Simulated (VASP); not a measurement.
A run of VASP 6.6.1:

INCAR

```
SYSTEM = WSe2
PREC = Accurate ; ENCUT = 520
EDIFF = 1E-6 ; ISMEAR = 0
SIGMA = 0.1 ; LREAL = .False.
LASPH = .True. ; NELM = 60
ALGO = Normal ; ISIF = 2
LWAVE = .False. ; LCHARG = .False.
GGA = PE ; IVDW = 12
NBANDS = 35
```

File KPOINTS:

```
Automatic mesh
0
Gamma
  6 6 2
  0 0 0
```

File POSCAR:

```
WSe2
1.0
    3.2900000000      0.0000000000      0.0000000000
   -1.6450000000      2.8492235785      0.0000000000
    0.0000000000      0.0000000000     12.9700000000
W Se
2 4
Direct
    0.3333333333      0.6666666667      0.2500000000
    0.6666666667      0.3333333333      0.7500000000
    0.3333333333      0.6666666667      0.6210000000
    0.6666666667      0.3333333333      0.1210000000
    0.3333333333      0.6666666667      0.8790000000
    0.6666666667      0.3333333333      0.3790000000
```

Potentials or basis: VASP PAW PBE potentials, release 64 (W_sv, Se).

Launch:

```bash
$ cat potpaw_PBE.64/W_sv/POTCAR potpaw_PBE.64/Se/POTCAR > POTCAR
$ mpirun -np 1 vasp_std > vasp.out
```

Hardware: 1 thread of Intel(R) Xeon(R) Platinum 8488C (Sapphire Rapids), on a shared host.

Q: Estimate the wall time of this run.

A: Wall time 42 s on 1 thread of Intel(R) Xeon(R) Platinum 8488C (Sapphire Rapids) (shared host), peak memory 0.24 GiB. Counts: scf iterations 14, k points 14.
